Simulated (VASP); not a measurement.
# KF in VASP: a series of runs

Runs on KF. Level: PBE. Tasks: single point.

All numbers are computed with VASP 6.6.1; they aren't measurements. Logs are shortened: lines on timing, memory, paths and dates and some standing lists are left out, and cuts for length are marked.

## Step 1: The cell of the first run

It takes space group I4/mmm (No. 139, tetragonal). The conventional cell has a = 3.760 Å, b = 3.760 Å, c = 5.291 Å, α = 90.00°, β = 90.00°, γ = 90.00°. Within 3.5 Å of K (site symmetry 4/mmm) lie 6 F at 2.65 to 2.66 Å. F (site symmetry 4/mmm) has 6 K at 2.65 to 2.66 Å within 3.5 Å.

## Step 2: Single point, PBE (uniaxial z strain -0.5%)

Input file INCAR:

```
SYSTEM = KF
  PREC = Accurate
  ENCUT = 520
  EDIFF = 1E-6
  ISMEAR = -1
  SIGMA = 0.02
  LREAL = .False.
  LASPH = .True.
  NELM = 80
  ALGO = Normal
  ISIF = 2
  LWAVE = .False.
  LCHARG = .False.
  GGA = PE
  NBANDS = 15
```

Input file KPOINTS:

```
regular mesh
0
Gamma
  8 8 8
  0 0 0
```

Input file POSCAR:

```
KF
1.0
    0.0000000000      2.6589605711      2.6456657682
    2.6589605711      0.0000000000      2.6456657682
    2.6589605711      2.6589605711      0.0000000000
K F
1 1
Direct
    0.0000000000      0.0000000000      0.0000000000
    0.5000000000      0.5000000000      0.5000000000
```

Potentials or basis: VASP PAW PBE potentials, release 64 (K_sv, F).

On the command line:

```bash
cat potpaw_PBE.64/K_sv/POTCAR potpaw_PBE.64/F/POTCAR > POTCAR
mpirun -np 1 vasp_std > vasp.out
```

OUTCAR:

```text
SYSTEM = KF
   PREC = Accurate
   ENCUT = 520
   EDIFF = 1E-6
   ISMEAR = -1
   LREAL = .False.
   LASPH = .True.
   NELM = 80
   ISIF = 2
   GGA = PE

 ion  position               nearest neighbor table
   1  0.000  0.000  0.000-   2 2.65   2 2.65   2 2.66   2 2.66   2 2.66   2 2.66
   2  0.500  0.500  0.500-   1 2.65   1 2.65   1 2.66   1 2.66   1 2.66   1 2.66

  LATTYP: Found a body centered tetragonal cell.
 ALAT       =     3.7603381015
 C/A-ratio  =     1.4071424945

  Lattice vectors:

 A1 = (   0.0000000000,  -2.6589605711,  -2.6456657682)
 A2 = (   0.0000000000,   2.6589605711,  -2.6456657682)
 A3 = (   2.6589605711,   0.0000000000,   2.6456657682)

Analysis of symmetry for initial positions (statically):
=====================================================================
 Subroutine PRICEL returns:
 Original cell was already a primitive cell.

 Routine SETGRP: Setting up the symmetry group for a
 body centered tetragonal supercell.

 Subroutine GETGRP returns: Found 16 space group operations
 (whereof 16 operations were pure point group operations)
 out of a pool of 16 trial point group operations.

The static configuration has the point symmetry D_4h.

Analysis of symmetry for dynamics (positions and initial velocities):
=====================================================================
 Subroutine PRICEL returns:
 Original cell was already a primitive cell.

 Routine SETGRP: Setting up the symmetry group for a
 body centered tetragonal supercell.

 Subroutine GETGRP returns: Found 16 space group operations
 (whereof 16 operations were pure point group operations)
 out of a pool of 16 trial point group operations.

The dynamic configuration has the point symmetry D_4h.

 Subroutine INISYM returns: Found 16 space group operations
 (whereof 16 operations are pure point group operations),
 and found     1 'primitive' translations

----------------------------------------------------------------------------------------

                                     Primitive cell

  volume of cell :      37.4101

  direct lattice vectors                    reciprocal lattice vectors
     0.000000000  2.658960571  2.645665768    -0.188043405  0.188043405  0.188988347
     2.658960571  0.000000000  2.645665768     0.188043405 -0.188043405  0.188988347
     2.658960571  2.658960571  0.000000000     0.188043405  0.188043405 -0.188988347

  length of vectors
     3.750949037  3.750949037  3.760338101     0.326247206  0.326247206  0.326247206

  position of ions in fractional coordinates (direct lattice)
     0.000000000  0.000000000  0.000000000
     0.500000000  0.500000000  0.500000000

  ion indices of the primitive-cell ions
   primitive index   ion index
                 1           1
                 2           2

----------------------------------------------------------------------------------------

 KPOINTS: regular mesh

Automatic generation of k-mesh.
 Grid dimensions read from file:
 generate k-points for:    8    8    8

 Generating k-lattice:

  Cartesian coordinates                     Fractional coordinates (reciprocal lattice)
    -0.023505426  0.023505426  0.023623543     0.125000000  0.000000000  0.000000000
     0.023505426 -0.023505426  0.023623543     0.000000000  0.125000000  0.000000000
     0.023505426  0.023505426 -0.023623543     0.000000000  0.000000000  0.125000000

  Length of vectors
     0.040780901  0.040780901  0.040780901

  Shift w.r.t. Gamma in fractional coordinates (k-lattice)
     0.000000000  0.000000000  0.000000000

 Subroutine IBZKPT returns following result:
 ===========================================

 Found     59 irreducible k-points:

 Following reciprocal coordinates:
            Coordinates               Weight
  0.000000  0.000000  0.000000      1.000000
  0.125000  0.000000  0.000000      8.000000
  0.250000  0.000000  0.000000      8.000000
  0.375000  0.000000  0.000000      8.000000
  0.500000  0.000000  0.000000      4.000000
  0.125000  0.125000  0.000000      2.000000
[... 16 lines left out ...]
  0.250000  0.000000  0.125000     16.000000
  0.375000  0.000000  0.125000     16.000000
 [... further k-points ...]
   k-points           NKPTS =     59   k-points in BZ     NKDIM =     59   number of bands    NBANDS=     15
   number of dos      NEDOS =    301   number of ions     NIONS =      2
   total plane-waves  NPLWV =  21952
   dimension x,y,z NGX =    28 NGY =   28 NGZ =   28
   dimension x,y,z NGXF=    56 NGYF=   56 NGZF=   56
   ions per type =               1   1
   NGX,Y,Z   is equivalent  to a cutoff of  12.41, 12.41, 12.38 a.u.
   NGXF,Y,Z  is equivalent  to a cutoff of  24.82, 24.82, 24.76 a.u.
 SYSTEM =  KF
   PREC   = accura    normal or accurate (medium, high low for compatibility)
   ISTART =      0    job   : 0-new  1-cont  2-samecut
   ICHARG =      2    charge: 1-file 2-atom 10-const
   ISPIN  =      1    spin polarized calculation?
   LNONCOLLINEAR =      F non collinear calculations
   LSORBIT =      F    spin-orbit coupling
   LASPH  =      T    aspherical Exc in radial PAW
   ENCUT  =  520.0 eV  38.22 Ry    6.18 a.u.   6.97  6.97  6.99*2*pi/ulx,y,z
   NELM   =     80;   NELMIN=  2; NELMDL= -5     # of ELM steps
   EDIFF  = 0.1E-05   stopping-criterion for ELM
   LREAL  =      F    real-space projection
   EDIFFG = 0.1E-04   stopping-criterion for IOM
   NSW    =      0    number of steps for IOM
   IBRION =     -1    ionic relax: 0-MD 1-quasi-New 2-CG
   NFREE  =      0    steps in history (QN), initial steepest desc. (CG)
   ISIF   =      2    stress and relaxation
   ISYM   =      2    0-nonsym 1-usesym 2-fastsym
   POTIM  = 0.5000    time-step for ionic-motion
   TEBEG  =    0.0;   TEEND  =   0.0 temperature during run
   PSTRESS=    0.0 pullay stress
   NELECT =      16.0000    total number of electrons
   NUPDOWN=      -1.0000    fix difference up-down
   EMIN   =  10.00;   EMAX   =-10.00  energy-range for DOS
   EFERMI =   0.00;   METHOD = LEGACY
   ISMEAR =    -1;   SIGMA  =   0.02  broadening in eV -4-tet -1-fermi 0-gaus
   EFERMI_NEDOS =   21; number of points for ismear=-14 and -15
   IALGO  =     38    algorithm
   IMIX   =      4    mixing-type and parameters
     AMIX     =   0.40;   BMIX     =  1.00
     AMIX_MAG =   1.60;   BMIX_MAG =  1.00
  volume/ion in A,a.u.               =      18.71       126.23
  Fermi-wavevector in a.u.,A,eV,Ry     =   1.233442  2.330867 20.699605  1.521378
  Thomas-Fermi vector in A             =   2.368172
   LORBIT       =      0    0 simple, 1 ext, 2 COOP (PROOUT), +10 PAW based schemes
   GGA     = PE    functional components
   LHFCALC =     F    Hartree Fock is set to
   AEXX    =    0.0000 exact exchange contribution
   IVDW    =     0    specifies the selected vdW correction
   LEPSILON=     F    determine dielectric tensor
   LRPA    =     F    only Hartree local field effects (RPA)
 non-spin polarized calculation
  energy-cutoff  :      520.00
  volume of cell :       37.41
 maximum number of plane-waves:      1028
   NGX = 13   NGY = 13   NGZ = 13

 number of electron      16.0000012 magnetization

 Free energy of the ion-electron system (eV)
  ---------------------------------------------------
  ext. energy  EPLUGINS =         0.00000000
  ---------------------------------------------------
  free energy    TOTEN  =        -8.28083603 eV

  energy without entropy =       -8.28083603  energy(sigma->0) =       -8.28083603

 E-fermi :  -2.2667     XC(G=0):  -8.4927

 val. band max:       -2.7459155514   @ k =   0.0000   0.0000   0.0000
 cond. band min:       3.5175393044   @ k =   0.0000   0.0000   0.0000
 fundamental gap:      6.2634548558
 Fermi energy:        -2.2667021815

 k-point     1 :       0.0000    0.0000    0.0000
  band No.  band energies     occupation
      1     -28.8354      2.00000
      2     -21.4181      2.00000
      3     -12.0715      2.00000
      4     -12.0715      2.00000
      5     -12.0704      2.00000
      6      -2.7541      2.00000
      7      -2.7541      2.00000
      8      -2.7459      2.00000
      9       3.5175      0.00000
     10       7.9724      0.00000
     11       7.9724      0.00000
     12       8.0015      0.00000
     13       9.6550      0.00000
     14       9.7053      0.00000
     15      14.3181      0.00000

 k-point     2 :       0.1250    0.0000    0.0000
  band No.  band energies     occupation
      1     -28.8204      2.00000
      2     -21.4325      2.00000
      3     -12.1136      2.00000
      4     -12.0775      2.00000
      5     -12.0759      2.00000
      6      -2.8954      2.00000
      7      -2.8088      2.00000
      8      -2.8043      2.00000
      9       3.9578      0.00000
     10       7.7339      0.00000
     11       8.1870      0.00000
     12       8.2056      0.00000
     13       9.8051      0.00000
     14       9.8549      0.00000
     15      15.0806      0.00000

 k-point     3 :       0.2500    0.0000    0.0000
  band No.  band energies     occupation
      1     -28.7839      2.00000
      2     -21.4669      2.00000
      3     -12.2152      2.00000
      4     -12.0920      2.00000
      5     -12.0883      2.00000
      6      -3.2006      2.00000
      7      -2.9379      2.00000
      8      -2.9359      2.00000
      9       5.0506      0.00000
     10       7.4005      0.00000
     11       8.7175      0.00000
     12       8.7365      0.00000
     13      10.2700      0.00000
     14      10.3143      0.00000
     15      16.1034      0.00000
[... 343 lines left out ...]
 k-point    23 :       0.2500    0.0000    0.1250
  band No.  band energies     occupation
      1     -28.7871      2.00000
      2     -21.4567      2.00000
      3     -12.1923      2.00000
      4     -12.1318      2.00000
      5     -12.1087      2.00000
      6      -3.1990      2.00000
      7      -2.8629      2.00000
      8      -2.8321      2.00000
      9       4.9064      0.00000
     10       7.0425      0.00000
     11       8.8359      0.00000
     12       8.9191      0.00000
     13      10.0998      0.00000
     14      10.1934      0.00000
     15      16.4235      0.00000

 k-point    24 :       0.3750    0.0000    0.1250
  band No.  band energies     occupation
      1     -28.7508      2.00000
      2     -21.4859      2.00000
      3     -12.3046      2.00000
      4     -12.1453      2.00000
      5     -12.1403      2.00000
      6      -3.3585      2.00000
      7      -3.0194      2.00000
      8      -2.9573      2.00000
      9       6.0171      0.00000
     10       7.0563      0.00000
     11       9.1831      0.00000
     12       9.4079      0.00000
     13      10.7500      0.00000
     14      10.9548      0.00000
     15      14.9728      0.00000

 [... further k-points ...]

------------------------ aborting loop because EDIFF is reached ----------------------------------------

  FORCE on cell =-STRESS in cart. coord.  units (eV):
  Direction    XX          YY          ZZ          XY          YZ          ZX
  --------------------------------------------------------------------------------------
  -------------------------------------------------------------------------------------
  Total        0.4795940      0.4795940      0.5579469      0.0000000      0.0000000      0.0000000
  in kB       20.5397690     20.5397690     23.8954216      0.0000000      0.0000000      0.0000000
  external PRESSURE =      21.6583198 kB  Pullay stress =       0.0000000 kB

 VOLUME and BASIS-vectors are now :
 -----------------------------------------------------------------------------
  energy-cutoff  :      520.00
  volume of cell :       37.41
      direct lattice vectors                 reciprocal lattice vectors
     0.000000000  2.658960571  2.645665768    -0.188043405  0.188043405  0.188988347
     2.658960571  0.000000000  2.645665768     0.188043405 -0.188043405  0.188988347
     2.658960571  2.658960571  0.000000000     0.188043405  0.188043405 -0.188988347

 POSITION                                       TOTAL-FORCE (eV/Angst)
 -----------------------------------------------------------------------------------
      0.00000      0.00000      0.00000        -0.000000      0.000000      0.000000
      2.65896      2.65896      2.64567         0.000000     -0.000000      0.000000
 -----------------------------------------------------------------------------------
    total drift:                                0.000000      0.000000      0.000000

  FREE ENERGIE OF THE ION-ELECTRON SYSTEM (eV)
  ---------------------------------------------------
  free  energy   TOTEN  =        -8.2808360286 eV

  energy  without entropy=       -8.2808360286  energy(sigma->0) =       -8.28083603
```

Run time: 53 s. Hardware: 1 thread of AMD EPYC 7R13, shared host; peak memory 0.14 GiB.

What came out:

```yaml
Free_energy: -8.2808 eV
Pressure: 2.2 GPa
Band_gap_on_the_k_mesh: 6.26 eV
```

Stress tensor (GPa, compression positive):
```
2.05 0.00 0.00
0.00 2.05 0.00
0.00 0.00 2.39
```

Caveat: the cell differs from its parent crystal (uniaxial z strain -0.5%). A k mesh can miss the band edges.

## Step 3: Single point, PBE (epitaxial 111 strain -2.0%)

Input file INCAR:

```
PREC = Accurate
ENCUT = 520
EDIFF = 1E-6
ISMEAR = -1
SIGMA = 0.02
LREAL = F
LASPH = T
NELM = 60
ALGO = Normal
ISIF = 2
LWAVE = F
LCHARG = F
GGA = PE
NBANDS = 15
```

Input file KPOINTS:

```
regular mesh
0
Gamma
  8 8 8
```

Input file POSCAR:

```
KF
1.0
    0.0719151009      2.6776964606      2.6776964606
    2.6776964606      0.0719151009      2.6776964606
    2.6776964606      2.6776964606      0.0719151009
K F
1 1
Direct
    0.0000000000      0.0000000000      0.0000000000
    0.5000000000      0.5000000000      0.5000000000
```

Potentials or basis: VASP PAW PBE potentials, release 64 (K_sv, F).

On the command line:

```bash
cat potpaw_PBE.64/K_sv/POTCAR potpaw_PBE.64/F/POTCAR > POTCAR
mpirun -np 1 vasp_std > vasp.out
```

OUTCAR:

```text
PREC = Accurate
   ENCUT = 520
   EDIFF = 1E-6
   ISMEAR = -1
   LREAL = F
   LASPH = T
   NELM = 60
   ISIF = 2
   GGA = PE

 ion  position               nearest neighbor table
   1  0.000  0.000  0.000-   2 2.64   2 2.64   2 2.64   2 2.64   2 2.64   2 2.64
   2  0.500  0.500  0.500-   1 2.64   1 2.64   1 2.64   1 2.64   1 2.64   1 2.64

  LATTYP: Found a trigonal (rhomboedric) cell.
 ALAT       =     3.7875174524
 COS(alpha) =     0.5266671341

  Lattice vectors:

 A1 = (   0.0719151009,   2.6776964606,   2.6776964606)
 A2 = (   2.6776964606,   0.0719151009,   2.6776964606)
 A3 = (   2.6776964606,   2.6776964606,   0.0719151009)

Analysis of symmetry for initial positions (statically):
=====================================================================
 Subroutine PRICEL returns:
 Original cell was already a primitive cell.

 Routine SETGRP: Setting up the symmetry group for a
 trigonal (rhombohedral) supercell.

 Subroutine GETGRP returns: Found 12 space group operations
 (whereof 12 operations were pure point group operations)
 out of a pool of 12 trial point group operations.

The static configuration has the point symmetry D_3d.

Analysis of symmetry for dynamics (positions and initial velocities):
=====================================================================
 Subroutine PRICEL returns:
 Original cell was already a primitive cell.

 Routine SETGRP: Setting up the symmetry group for a
 trigonal (rhombohedral) supercell.

 Subroutine GETGRP returns: Found 12 space group operations
 (whereof 12 operations were pure point group operations)
 out of a pool of 12 trial point group operations.

The dynamic configuration has the point symmetry D_3d.

 Subroutine INISYM returns: Found 12 space group operations
 (whereof 12 operations are pure point group operations),
 and found     1 'primitive' translations

[... 122 lines left out ...]
   IVDW    =     0    specifies the selected vdW correction
   LEPSILON=     F    determine dielectric tensor
   LRPA    =     F    only Hartree local field effects (RPA)
 non-spin polarized calculation
  energy-cutoff  :      520.00
  volume of cell :       36.85
 maximum number of plane-waves:      1005
   NGX = 15   NGY = 15   NGZ = 15

 number of electron      16.0000008 magnetization

 Free energy of the ion-electron system (eV)
  ---------------------------------------------------
  ext. energy  EPLUGINS =         0.00000000
  ---------------------------------------------------
  free energy    TOTEN  =        -8.26834508 eV

  energy without entropy =       -8.26834508  energy(sigma->0) =       -8.26834508

 E-fermi :  -2.1750     XC(G=0):  -8.5633

 val. band max:       -2.6896125609   @ k =   0.0000   0.0000   0.0000
 cond. band min:       3.6385829079   @ k =   0.0000   0.0000   0.0000
 fundamental gap:      6.3281954688
 Fermi energy:        -2.1749596245

 k-point     1 :       0.0000    0.0000    0.0000
  band No.  band energies     occupation
      1     -28.7602      2.00000
      2     -21.3802      2.00000
      3     -11.9973      2.00000
      4     -11.9748      2.00000
      5     -11.9748      2.00000
      6      -2.7306      2.00000
      7      -2.6896      2.00000
      8      -2.6896      2.00000
      9       3.6386      0.00000
     10       7.7986      0.00000
     11       8.1929      0.00000
     12       8.1929      0.00000
     13       9.7960      0.00000
     14       9.7960      0.00000
[... 401 lines left out ...]
      2     -21.4474      2.00000
      3     -12.1843      2.00000
      4     -12.0812      2.00000
      5     -11.9939      2.00000
      6      -3.2917      2.00000
      7      -2.9808      2.00000
      8      -2.8643      2.00000
      9       5.7982      0.00000
     10       7.3053      0.00000
     11       9.0335      0.00000
     12       9.2468      0.00000
     13      10.6404      0.00000
     14      10.9314      0.00000
     15      15.7741      0.00000

 [... further k-points ...]

------------------------ aborting loop because EDIFF is reached ----------------------------------------

  FORCE on cell =-STRESS in cart. coord.  units (eV):
  Direction    XX          YY          ZZ          XY          YZ          ZX
  --------------------------------------------------------------------------------------
  -------------------------------------------------------------------------------------
  Total        0.6321338      0.6321338      0.6321338     -0.0851478     -0.0851478     -0.0851478
  in kB       27.4826856     27.4826856     27.4826856     -3.7018899     -3.7018899     -3.7018899
  external PRESSURE =      27.4826856 kB  Pullay stress =       0.0000000 kB

 VOLUME and BASIS-vectors are now :
 -----------------------------------------------------------------------------
  energy-cutoff  :      520.00
  volume of cell :       36.85
      direct lattice vectors                 reciprocal lattice vectors
     0.071915101  2.677696461  2.677696461    -0.194423565  0.189338486  0.189338486
     2.677696461  0.071915101  2.677696461     0.189338486 -0.194423565  0.189338486
     2.677696461  2.677696461  0.071915101     0.189338486  0.189338486 -0.194423565

 POSITION                                       TOTAL-FORCE (eV/Angst)
 -----------------------------------------------------------------------------------
      0.00000      0.00000      0.00000        -0.000000      0.000000     -0.000000
      2.71365      2.71365      2.71365         0.000000     -0.000000      0.000000
 -----------------------------------------------------------------------------------
    total drift:                                0.000000      0.000000      0.000000

  FREE ENERGIE OF THE ION-ELECTRON SYSTEM (eV)
  ---------------------------------------------------
  free  energy   TOTEN  =        -8.2683450821 eV

  energy  without entropy=       -8.2683450821  energy(sigma->0) =       -8.26834508
```

It took 54 s on 1 thread of AMD EPYC 7R13, shared host; peak memory 0.15 GiB.

What came out:

| Item | Value |
| --- | --- |
| Free energy | -8.2683 eV |
| Pressure | 2.7 GPa |
| Band gap on the k mesh | 6.33 eV |

Stress tensor (GPa, compression positive):
```
 2.75 -0.37 -0.37
-0.37  2.75 -0.37
-0.37 -0.37  2.75
```

Levels at points of the mesh, in eV from the valence-band top:
```tsv
k point	band 6	band 7	band 8	band 9	band 10	band 11
(0.00, 0.00, 0.00)	-0.04	0.00	0.00	6.33	10.49	10.88
(0.50, 0.00, 0.00)	-0.85	-0.44	-0.37	9.22	10.89	12.05
(0.50, 0.50, 0.00)	-0.21	-0.08	-0.05	8.21	10.47	12.08
(0.50, 0.50, 0.50)	-0.85	-0.34	-0.34	9.09	10.73	12.16
```

Caveat: the cell differs from its parent crystal (epitaxial 111 strain -2.0%).
